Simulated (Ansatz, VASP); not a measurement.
## ZnSe in VASP and in Ansatz

```
Zn Se
1.0
     0.00000    2.81670    2.81670
     2.81670    0.00000    2.81670
     2.81670    2.81670    0.00000
Zn Se
1 1
Direct
  0.00000 0.00000 0.00000
  0.25000 0.25000 0.25000
```

Alike in both runs: functional PBEsol; k mesh 8 × 8 × 8; occupations gaussian, width 0.02 eV; no spin polarisation.

Ansatz relaxed the structure, and its values are those at the end. VASP's run is a single point on that final structure, the one shown.

|  | VASP | Ansatz |
| --- | --- | --- |
| version | VASP 6.6.1 | Ansatz 0.2.0 |
| potentials or method | VASP PAW PBE potentials, release 64 (Zn, Se), cutoff 500 eV | scalar-relativistic, plane waves, PAW |
| valence electrons in the cell | 18 | 28 |

VASP gave:

| Property | Result |
| --- | --- |
| gap on the k mesh at the Fermi level (eV) | 1.24 |
| least direct gap on the mesh (eV) | 1.24 |
| pressure (GPa) | 0.3 |

Question: What did Ansatz give for the same quantities?

Answer: gap on the k mesh at the Fermi level (eV): 1.24; least direct gap on the mesh (eV): 1.24; pressure (GPa): 0.0.

VASP's potentials were made for PBE, not for PBEsol, and Ansatz warns of the same on its side. With one functional, cell and mesh, what is left measures potentials, basis and numerics. VASP's potentials hold 18 valence electrons a cell and Ansatz's 28, so a difference there can come from the potentials and not from the codes.
